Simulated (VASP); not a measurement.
# ScSi53 (a cell with a defect) in VASP: single point with PBE

Aim: the single point of ScSi53 (a cell with a defect) with PBE.

Program: VASP 6.6.1. These are calculated values, not measurements. Logs are shortened: lines on timing, memory, paths and dates and some standing lists are left out, and cuts for length are marked.

### Step 1. The cell of the first run

The cell holds a defect, 54 atoms: a = 11.513 Å, b = 11.513 Å, c = 11.513 Å, α = 60.00°, β = 60.00°, γ = 60.00°.

### Step 2. Single point, PBE

Contents of INCAR:

```
SYSTEM = ScSi53
PREC = Accurate ; ENCUT = 520
EDIFF = 1E-6 ; ISMEAR = -1
SIGMA = 0.01 ; LREAL = Auto
LASPH = .TRUE. ; NELM = 60
ALGO = Normal ; ISIF = 2
LWAVE = .FALSE. ; LCHARG = .FALSE.
GGA = PE ; NELECT = 224.0
NBANDS = 144
```

Contents of KPOINTS:

```
Automatic mesh
0
G
  2 2 2
  0 0 0
```

Contents of POSCAR:

```
ScSi53
1.0
    0.0000000000      8.1406800000      8.1406800000
    8.1406800000      0.0000000000      8.1406800000
    8.1406800000      8.1406800000      0.0000000000
Sc Si
1 53
Direct
    0.2500000000      0.2500000000      0.2500000000
    0.2497963511      0.2497963511      0.5856342474
    0.2497963511      0.2497963511      0.9147730505
    0.2497963511      0.5856342474      0.2497963511
    0.2491454748      0.5836181751      0.5836181751
    0.2497963511      0.5856342474      0.9147730505
    0.2497963511      0.9147730505      0.2497963511
    0.2497963511      0.9147730505      0.5856342474
    0.2497077775      0.9167640742      0.9167640742
    0.5856342474      0.2497963511      0.2497963511
    0.5836181751      0.2491454748      0.5836181751
    0.5856342474      0.2497963511      0.9147730505
    0.5836181751      0.5836181751      0.2491454748
    0.5836181751      0.5836181751      0.5836181751
    0.5830803197      0.5830803197      0.9169196803
    0.5856342474      0.9147730505      0.2497963511
    0.5830803197      0.9169196803      0.5830803197
    0.5830803197      0.9169196803      0.9169196803
    0.9147730505      0.2497963511      0.2497963511
    0.9147730505      0.2497963511      0.5856342474
    0.9167640742      0.2497077775      0.9167640742
    0.9147730505      0.5856342474      0.2497963511
    0.9169196803      0.5830803197      0.5830803197
    0.9169196803      0.5830803197      0.9169196803
    0.9167640742      0.9167640742      0.2497077775
    0.9169196803      0.9169196803      0.5830803197
    0.9167640742      0.9167640742      0.9167640742
    0.1593660776      0.1593660776      0.1593660776
    0.1593660776      0.1593660776      0.5219017671
    0.1675402164      0.1675402164      0.8324597836
    0.1593660776      0.5219017671      0.1593660776
    0.1669571883      0.4996259603      0.4996259603
    0.1669571883      0.4996259603      0.8337908910
    0.1675402164      0.8324597836      0.1675402164
    0.1669571883      0.8337908910      0.4996259603
    0.1675402164      0.8324597836      0.8324597836
    0.5219017671      0.1593660776      0.1593660776
    0.4996259603      0.1669571883      0.4996259603
    0.4996259603      0.1669571883      0.8337908910
    0.4996259603      0.4996259603      0.1669571883
    0.5000000000      0.5000000000      0.5000000000
    0.4996259603      0.4996259603      0.8337908910
    0.4996259603      0.8337908910      0.1669571883
    0.4996259603      0.8337908910      0.4996259603
    0.5000403769      0.8333198744      0.8333198744
    0.8324597836      0.1675402164      0.1675402164
    0.8337908910      0.1669571883      0.4996259603
    0.8324597836      0.1675402164      0.8324597836
    0.8337908910      0.4996259603      0.1669571883
    0.8337908910      0.4996259603      0.4996259603
    0.8333198744      0.5000403769      0.8333198744
    0.8324597836      0.8324597836      0.1675402164
    0.8333198744      0.8333198744      0.5000403769
    0.8333198744      0.8333198744      0.8333198744
```

Potentials or basis: VASP PAW PBE potentials, release 64 (Sc_sv, Si).

Started as:

```bash
$ cat potpaw_PBE.64/Sc_sv/POTCAR potpaw_PBE.64/Si/POTCAR > POTCAR
$ mpirun -np 1 vasp_std > vasp.out
```

OUTCAR:

```text
SYSTEM = ScSi53
   PREC = Accurate
   ENCUT = 520
   EDIFF = 1E-6
   ISMEAR = -1
   LREAL = Auto
   LASPH = .TRUE.
   NELM = 60
   ISIF = 2
   GGA = PE
   NELECT = 224.0

 ion  position               nearest neighbor table
   1  0.250  0.250  0.250-  29 2.56  31 2.56  37 2.56  28 2.56
   2  0.250  0.250  0.586-  29 2.31  30 2.32  32 2.35  38 2.35
   3  0.250  0.250  0.915-  28 2.31  30 2.32  33 2.35  39 2.35
   4  0.250  0.586  0.250-  31 2.31  34 2.32  40 2.35  32 2.35
   5  0.249  0.584  0.584-  33 2.35  35 2.35  32 2.35  41 2.36
   6  0.250  0.586  0.915-  31 2.31  36 2.32  42 2.35  33 2.35
[... 46 lines left out ...]
  53  0.833  0.833  0.500-  26 2.35  23 2.35  17 2.35  25 2.35
  54  0.833  0.833  0.833-  18 2.35  24 2.35  26 2.35  27 2.35

  LATTYP: Found a face centered cubic cell.
 ALAT       =    16.2813600000

  Lattice vectors:

 A1 = (   0.0000000000,   8.1406800000,   8.1406800000)
 A2 = (   8.1406800000,   0.0000000000,   8.1406800000)
 A3 = (   8.1406800000,   8.1406800000,   0.0000000000)

Analysis of symmetry for initial positions (statically):
=====================================================================
 Subroutine PRICEL returns:
 Original cell was already a primitive cell.

 Routine SETGRP: Setting up the symmetry group for a
 face centered cubic supercell.

 Subroutine GETGRP returns: Found 24 space group operations
 (whereof 24 operations were pure point group operations)
 out of a pool of 48 trial point group operations.

The static configuration has the point symmetry T_d .

Analysis of symmetry for dynamics (positions and initial velocities):
=====================================================================
 Subroutine PRICEL returns:
 Original cell was already a primitive cell.

 Routine SETGRP: Setting up the symmetry group for a
 face centered cubic supercell.

 Subroutine GETGRP returns: Found 24 space group operations
 (whereof 24 operations were pure point group operations)
 out of a pool of 48 trial point group operations.

The dynamic configuration has the point symmetry T_d .

 Subroutine INISYM returns: Found 24 space group operations
 (whereof 24 operations are pure point group operations),
 and found     1 'primitive' translations

----------------------------------------------------------------------------------------

                                     Primitive cell

  volume of cell :    1078.9766

  direct lattice vectors                    reciprocal lattice vectors
     0.000000000  8.140680000  8.140680000    -0.061419931  0.061419931  0.061419931
     8.140680000  0.000000000  8.140680000     0.061419931 -0.061419931  0.061419931
     8.140680000  8.140680000  0.000000000     0.061419931  0.061419931 -0.061419931

  length of vectors
    11.512660063 11.512660063 11.512660063     0.106382440  0.106382440  0.106382440

  position of ions in fractional coordinates (direct lattice)
     0.250000000  0.250000000  0.250000000
     0.249796351  0.249796351  0.585634247
     0.249796351  0.249796351  0.914773051
     0.249796351  0.585634247  0.249796351
     0.249145475  0.583618175  0.583618175
     0.249796351  0.585634247  0.914773051
[... 46 lines left out ...]
     0.833319874  0.833319874  0.500040377
     0.833319874  0.833319874  0.833319874

  ion indices of the primitive-cell ions
   primitive index   ion index
                 1           1
                 2           2
                 3           3
                 4           4
                 5           5
                 6           6
[... 46 lines left out ...]
                53          53
                54          54

----------------------------------------------------------------------------------------

 KPOINTS: Automatic mesh

Automatic generation of k-mesh.
 Grid dimensions read from file:
 generate k-points for:    2    2    2

 Generating k-lattice:

  Cartesian coordinates                     Fractional coordinates (reciprocal lattice)
    -0.030709965  0.030709965  0.030709965     0.500000000  0.000000000  0.000000000
     0.030709965 -0.030709965  0.030709965     0.000000000  0.500000000  0.000000000
     0.030709965  0.030709965 -0.030709965     0.000000000  0.000000000  0.500000000

  Length of vectors
     0.053191220  0.053191220  0.053191220

  Shift w.r.t. Gamma in fractional coordinates (k-lattice)
     0.000000000  0.000000000  0.000000000

 Subroutine IBZKPT returns following result:
 ===========================================

 Found      3 irreducible k-points:

 Following reciprocal coordinates:
            Coordinates               Weight
  0.000000  0.000000  0.000000      1.000000
  0.500000  0.000000  0.000000      4.000000
  0.500000  0.500000  0.000000      3.000000
   k-points           NKPTS =      3   k-points in BZ     NKDIM =      3   number of bands    NBANDS=    144
   number of dos      NEDOS =    301   number of ions     NIONS =     54
   total plane-waves  NPLWV = 729000
   dimension x,y,z NGX =    90 NGY =   90 NGZ =   90
   dimension x,y,z NGXF=   180 NGYF=  180 NGZF=  180
   ions per type =               1  53
   NGX,Y,Z   is equivalent  to a cutoff of  13.00, 13.00, 13.00 a.u.
   NGXF,Y,Z  is equivalent  to a cutoff of  25.99, 25.99, 25.99 a.u.
 SYSTEM =  ScSi53
   PREC   = accura    normal or accurate (medium, high low for compatibility)
   ISTART =      0    job   : 0-new  1-cont  2-samecut
   ICHARG =      2    charge: 1-file 2-atom 10-const
   ISPIN  =      1    spin polarized calculation?
   LNONCOLLINEAR =      F non collinear calculations
   LSORBIT =      F    spin-orbit coupling
   LASPH  =      T    aspherical Exc in radial PAW
   ENCUT  =  520.0 eV  38.22 Ry    6.18 a.u.  21.41 21.41 21.41*2*pi/ulx,y,z
   NELM   =     60;   NELMIN=  2; NELMDL= -5     # of ELM steps
   EDIFF  = 0.1E-05   stopping-criterion for ELM
   LREAL  =      T    real-space projection
   EDIFFG = 0.1E-04   stopping-criterion for IOM
   NSW    =      0    number of steps for IOM
[... 5 lines left out ...]
   TEBEG  =    0.0;   TEEND  =   0.0 temperature during run
   PSTRESS=    0.0 pullay stress
   NELECT =     224.0000    total number of electrons
   NUPDOWN=      -1.0000    fix difference up-down
   EMIN   =  10.00;   EMAX   =-10.00  energy-range for DOS
   EFERMI =   0.00;   METHOD = LEGACY
   ISMEAR =    -1;   SIGMA  =   0.01  broadening in eV -4-tet -1-fermi 0-gaus
   EFERMI_NEDOS =   21; number of points for ismear=-14 and -15
   IALGO  =     38    algorithm
   IMIX   =      4    mixing-type and parameters
     AMIX     =   0.40;   BMIX     =  1.00
     AMIX_MAG =   1.60;   BMIX_MAG =  1.00
  volume/ion in A,a.u.               =      19.98       134.84
  Fermi-wavevector in a.u.,A,eV,Ry     =   0.969364  1.831832 12.784936  0.939666
  Thomas-Fermi vector in A             =   2.099410
   LORBIT       =      0    0 simple, 1 ext, 2 COOP (PROOUT), +10 PAW based schemes
   GGA     = PE    functional components
   LHFCALC =     F    Hartree Fock is set to
   AEXX    =    0.0000 exact exchange contribution
   IVDW    =     0    specifies the selected vdW correction
   LEPSILON=     F    determine dielectric tensor
   LRPA    =     F    only Hartree local field effects (RPA)
 non-spin polarized calculation
  energy-cutoff  :      520.00
  volume of cell :     1078.98
 maximum number of plane-waves:     29123
 NGX is ok and might be reduce to    90
   NGX = 43   NGY = 43   NGZ = 43

 number of electron     224.0000002 magnetization

 Free energy of the ion-electron system (eV)
  ---------------------------------------------------
  ext. energy  EPLUGINS =         0.00000000
  ---------------------------------------------------
  free energy    TOTEN  =      -284.63628145 eV

  energy without entropy =     -284.63628145  energy(sigma->0) =     -284.63628145

 E-fermi :   6.2206     XC(G=0):  -9.4523

 val. band max:        5.9860012294   @ k =   0.5000   0.5000   0.0000
 cond. band min:       6.4640185190   @ k =   0.0000   0.0000   0.0000
 fundamental gap:      0.4780172896
 Fermi energy:         6.2206134203

 k-point     1 :       0.0000    0.0000    0.0000
  band No.  band energies     occupation
      1     -42.7250      2.00000
      2     -21.4263      2.00000
      3     -21.4263      2.00000
      4     -21.4263      2.00000
      5      -6.1642      2.00000
      6      -4.8385      2.00000
[... 116 lines left out ...]
    123       7.2966      0.00000
    124       7.3089      0.00000

 k-point     2 :       0.5000    0.0000    0.0000
  band No.  band energies     occupation
      1     -42.7250      2.00000
      2     -21.4263      2.00000
      3     -21.4263      2.00000
      4     -21.4263      2.00000
      5      -5.8528      2.00000
      6      -5.7575      2.00000
[... 116 lines left out ...]
    123       7.7463      0.00000
    124       7.7463      0.00000

 k-point     3 :       0.5000    0.5000    0.0000
  band No.  band energies     occupation
      1     -42.7250      2.00000
      2     -21.4263      2.00000
      3     -21.4263      2.00000
      4     -21.4263      2.00000
      5      -5.7207      2.00000
      6      -5.6629      2.00000
[... 116 lines left out ...]
    123       7.8092      0.00000
    124       7.8228      0.00000
 [bands above 124 left out]

------------------------ aborting loop because EDIFF is reached ----------------------------------------

  FORCE on cell =-STRESS in cart. coord.  units (eV):
  Direction    XX          YY          ZZ          XY          YZ          ZX
  --------------------------------------------------------------------------------------
  -------------------------------------------------------------------------------------
  Total       33.0338003     33.0338003     33.0338003     -0.0000000      0.0000000     -0.0000000
  in kB       49.0520401     49.0520401     49.0520401     -0.0000000      0.0000000     -0.0000000
  external PRESSURE =      49.0520401 kB  Pullay stress =       0.0000000 kB

 VOLUME and BASIS-vectors are now :
 -----------------------------------------------------------------------------
  energy-cutoff  :      520.00
  volume of cell :     1078.98
      direct lattice vectors                 reciprocal lattice vectors
     0.000000000  8.140680000  8.140680000    -0.061419931  0.061419931  0.061419931
     8.140680000  0.000000000  8.140680000     0.061419931 -0.061419931  0.061419931
     8.140680000  8.140680000  0.000000000     0.061419931  0.061419931 -0.061419931

 POSITION                                       TOTAL-FORCE (eV/Angst)
 -----------------------------------------------------------------------------------
      4.07034      4.07034      4.07034         0.000000      0.000000     -0.000000
      6.80097      6.80097      4.06702        -0.014832     -0.014832     -0.015246
      9.48039      9.48039      4.06702         0.014832      0.014832     -0.015246
      6.80097      4.06702      6.80097        -0.014832     -0.015246     -0.014832
      9.50210      6.77926      6.77926        -0.029046      0.029046      0.029046
     12.21434      9.48039      6.80097         0.015246      0.014832     -0.014832
[... 46 lines left out ...]
     10.85446     10.85446     13.56758        -0.016353     -0.016353      0.016353
     13.56758     13.56758     13.56758         0.016353      0.016353      0.016353
 -----------------------------------------------------------------------------------
    total drift:                               -0.000000     -0.000000     -0.000000

  FREE ENERGIE OF THE ION-ELECTRON SYSTEM (eV)
  ---------------------------------------------------
  free  energy   TOTEN  =      -284.6362814505 eV

  energy  without entropy=     -284.6362814505  energy(sigma->0) =     -284.63628145
```

It took 45 min on 1 thread of AMD EPYC 7R13, shared host; peak memory 1.4 GiB.

What came out:

- Free energy: -284.6363 eV
- Largest force: 0.050 eV/Å

Forces on the atoms (eV/Å):
```
Sc   0.000  0.000  0.000
Si  -0.015 -0.015 -0.015
Si   0.015  0.015 -0.015
Si  -0.015 -0.015 -0.015
Si  -0.029  0.029  0.029
Si   0.015  0.015 -0.015
Si   0.015 -0.015  0.015
Si   0.015 -0.015  0.015
Si  -0.001  0.001  0.001
Si  -0.015 -0.015 -0.015
Si   0.029 -0.029  0.029
Si   0.015  0.015 -0.015
Si   0.029  0.029 -0.029
Si  -0.029 -0.029 -0.029
Si   0.000  0.000  0.017
Si   0.015 -0.015  0.015
Si   0.000  0.017  0.000
Si  -0.017  0.000  0.000
Si  -0.015  0.015  0.015
Si  -0.015  0.015  0.015
Si   0.001 -0.001  0.001
Si  -0.015  0.015  0.015
Si   0.017  0.000  0.000
Si   0.000 -0.017  0.000
Si   0.001  0.001 -0.001
Si   0.000  0.000 -0.017
Si  -0.001 -0.001 -0.001
Si  -0.014 -0.014 -0.014
Si   0.014  0.014 -0.014
Si   0.000  0.000  0.022
Si   0.014 -0.014  0.014
Si   0.007 -0.007 -0.007
Si   0.007 -0.007 -0.007
Si   0.000  0.022  0.000
Si   0.007 -0.007 -0.007
Si  -0.022  0.000  0.000
Si  -0.014  0.014  0.014
Si  -0.007  0.007 -0.007
Si  -0.007  0.007 -0.007
Si  -0.007 -0.007  0.007
Si   0.000  0.000  0.000
Si   0.007  0.007  0.007
Si  -0.007 -0.007  0.007
Si   0.007  0.007  0.007
Si   0.016 -0.016 -0.016
Si   0.022  0.000  0.000
Si  -0.007  0.007 -0.007
Si   0.000 -0.022  0.000
Si  -0.007 -0.007  0.007
Si   0.007  0.007  0.007
Si  -0.016  0.016 -0.016
Si   0.000  0.000 -0.022
Si  -0.016 -0.016  0.016
Si   0.016  0.016  0.016
```

Caveat: the cell carries a net charge on a neutralising background, which shifts energy and pressure; the cell is charged against a uniform background, so pressure and absolute levels hang on convention.
